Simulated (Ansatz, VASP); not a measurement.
Two plane-wave programs on Si

File INCAR:

```
SYSTEM = Si
  PREC = Accurate
  ENCUT = 520
  EDIFF = 1E-7
  ISMEAR = -1
  SIGMA = 0.1
  LREAL = .FALSE.
  LASPH = .TRUE.
  NELM = 100
  ALGO = Normal
  ISIF = 2
  LWAVE = .FALSE.
  LCHARG = .FALSE.
  GGA = PE
  NBANDS = 16
```

KPOINTS

```
regular mesh
0
G
  15 15 4
  0 0 0
```

POSCAR

```
Si
1.0
    2.8236584854      0.0000000000      0.0000000000
   -1.4118292427      2.4453599800      0.0000000000
    0.0000000000      0.0000000000      9.3669442010
Si
4
Direct
    1.0000000000      0.0000000000      0.0000000000
    1.0000000000      0.0000000000      0.5000000000
    0.3333333333      0.6666666667      0.2500000000
    0.6666666667      0.3333333333      0.7500000000
```

Input for Ansatz:

```yaml
crystal:
  lattice:
    - [2.8236584854, 0.0, 0.0]
    - [-1.4118292427, 2.44535998, 0.0]
    - [0.0, 0.0, 9.366944201]
  atoms:
    - { symbol: Si, position: [1.0, 0.0, 0.0] }
    - { symbol: Si, position: [1.0, 0.0, 0.5] }
    - { symbol: Si, position: [0.3333333333, 0.6666666667, 0.25] }
    - { symbol: Si, position: [0.6666666667, 0.3333333333, 0.75] }
hamiltonian:
  xc: pbe
  pseudopotentials:
    kind: paw
    azcp:
      Si: "pseudopotentials/Si.paw.azcp"
basis:
  ecutwfc: 420
  fft_grid_basis: typed
kpoints:
  mp_grid: { grid: [15, 15, 4], shift: [0, 0, 0] }
magnetization:
  spin_polarized: false
scf:
  occupations: { method: fermi_dirac, width: 0.1 }
  lower_state_search: "off"
output:
  stress: true
```

Alike in both runs: task single point; functional PBE; k mesh 15 × 15 × 4; occupations fermi-dirac, width 0.1 eV; no spin polarisation.

|  | VASP | Ansatz |
| --- | --- | --- |
| version | VASP 6.6.1 | Ansatz 0.2.0 |
| potentials or method | VASP PAW PBE potentials, release 64 (Si), cutoff 520 eV | plane waves (420 eV) with PAW, scalar-relativistic |
| valence electrons in the cell | 16 | 16 |

```csv
,VASP,Ansatz,Ansatz less VASP
pressure (GPa),-7.5,-7.5,+0.01
"traceless stress, the component that is largest in VASP (GPa)",1.07,1.07,-0.004
```
